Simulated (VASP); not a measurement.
Here is a VASP 6.6.1 calculation.

The input INCAR:

```
SYSTEM = MgO
PREC = Accurate
ENCUT = 600
EDIFF = 1E-6
ISMEAR = 0
SIGMA = 0.05
LREAL = .FALSE.
LASPH = .TRUE.
NELM = 120
ALGO = Normal
ISIF = 2
LWAVE = .FALSE.
LCHARG = .FALSE.
GGA = PS
NBANDS = 11
GGA_COMPAT = .FALSE.
```

File KPOINTS:

```
Automatic mesh
0
G
  10 10 10
  0 0 0
```

The input POSCAR:

```
MgO
1.0
    0.0000000000      2.1351500000      2.1351500000
    2.1351500000      0.0000000000      2.1351500000
    2.1351500000      2.1351500000      0.0000000000
Mg O
1 1
Direct
    0.0000000000      0.0000000000      0.0000000000
    0.5234175585      0.4765824415      0.4765824415
```

Potentials or basis: VASP PAW PBE potentials, release 64 (Mg, O).

Run with:

```sh
$ cat potpaw_PBE.64/Mg/POTCAR potpaw_PBE.64/O/POTCAR > POTCAR
$ mpirun -np 1 vasp_std > vasp.out
```

Question: What does it give for the pressure?

Answer: -5.7 GPa.

Question: Predict the largest force.

Answer: 0.475 eV/Å.

Question: Predict the band gap on the k mesh.

Answer: 4.25 eV, direct.

Stress tensor (GPa, compression positive):
```
-3.62  0.00  0.00
 0.00 -6.68  0.00
 0.00  0.00 -6.68
```

Caveat: the cell differs from its parent crystal (atom 2 (O) moved by (-0.100, +0.000) A along x and z); the PAW data sets were made with another functional, which shifts forces and pressure a little.
